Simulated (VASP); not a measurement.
Here is a VASP 6.6.1 calculation.

INCAR

```
SYSTEM = BiPt
ALGO     = Normal         ! electronic algorithm
EDIFF    = 1E-8           ! SCF threshold, eV
ENCUT    = 430            ! plane-wave cutoff, eV
GGA      = CA             ! functional
GGA_COMPAT= .FALSE.      
ISIF     = 2              ! what is computed and relaxed
ISMEAR   = -1             ! smearing method
LASPH    = .TRUE.         ! aspherical terms in the spheres
LCHARG   = .FALSE.        ! write CHGCAR
LEFG     = .TRUE.       
LREAL    = .FALSE.        ! projectors in reciprocal space
LWAVE    = .FALSE.        ! write WAVECAR
NBANDS   = 41             ! bands
NELM     = 120            ! most SCF steps
PREC     = Accurate       ! precision mode
SIGMA    = 0.05           ! smearing width, eV
```

File KPOINTS:

```
k-points
0
G
  9 9 6
  0 0 0
```

File POSCAR:

```
BiPt
1.0
    4.2860395604      0.0000000000      0.0000000000
   -2.1430197803      3.7118191409      0.0000000000
    0.0000000000      0.0000000000      5.4531532522
Bi Pt
2 2
Direct
    0.3333333333      0.6666666667      0.2500000000
    0.6666666667      0.3333333333      0.7500000000
    0.0000000000      0.0000000000      0.0000000000
    0.0000000000      0.0000000000      0.5000000000
```

Potentials or basis: VASP PAW LDA potentials, release 64 (Bi_d, Pt_sv_GW).

Run with:

```bash
$ cat potpaw_LDA.64/Bi_d/POTCAR potpaw_LDA.64/Pt_sv_GW/POTCAR > POTCAR
$ mpirun -np 1 vasp_std > vasp.out
```

Estimate the band gap on the k mesh.

zero (bands 33 and 34 overlap by 4.11 eV).

Estimate the pressure.

1.5 GPa.

Stress tensor (GPa, compression positive):
```
1.74 0.00 0.00
0.00 1.74 0.00
0.00 0.00 1.05
```

Caveat: without QUAD_EFG the Cq values of the log hold for a quadrupole moment of 1 mb, not for the nuclei; spin-orbit coupling is left out, which moves the levels of the heavy elements.
